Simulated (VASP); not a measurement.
Crystal: Co.

```
Co
1.0
    -1.22842    1.22842    1.86886
     1.22842   -1.22842    1.86886
     1.22842    1.22842   -1.86886
Co
1
Direct
  0.00000 0.00000 0.00000
```

```yaml
Program: VASP 6.6.1
Task: relaxation of cell and atoms
Functional: PBE
Potentials_or_basis: VASP PAW PBE potentials, release 64 (Co)
Cutoff: 600 eV
k_mesh: 10 × 10 × 10
Occupations: gaussian, width 0.1 eV
Spin: collinear spin, ferromagnetic start
Starting_moments: "[1.96] μB"
```

At the start: pressure -6.3 GPa; volume 11.28 Å³/atom.

Question: Where does the relaxation end?

Answer: Over 6 steps the energy falls by 23.3 meV/atom and the volume is 10.90 Å³/atom (-3.4 %); space group Fm-3m (No. 225, to 0.05 Å); moment 1.71 μB per cell.

The path:
```tsv
step	energy change (eV)	largest force (eV/Å)	pressure (GPa)	volume (Å³)
1	0.0000	0.0000	-6.34	11.28
2	-0.0098	0.0000	7.67	10.56
3	-0.0140	0.0000	2.30	10.81
4	-0.0216	0.0000	1.09	10.86
5	-0.0232	0.0000	0.52	10.90
6	-0.0233	0.0000	0.49	10.90
```

Final structure:
```
Co
1.0
    -1.24451    1.24451    1.75962
     1.24451   -1.24451    1.75962
     1.24451    1.24451   -1.75962
Co
1
Cartesian
  1.2445 -1.2445 1.7596
```

Caveat: the k points lie up to 0.36 Å⁻¹ apart in the final cell.
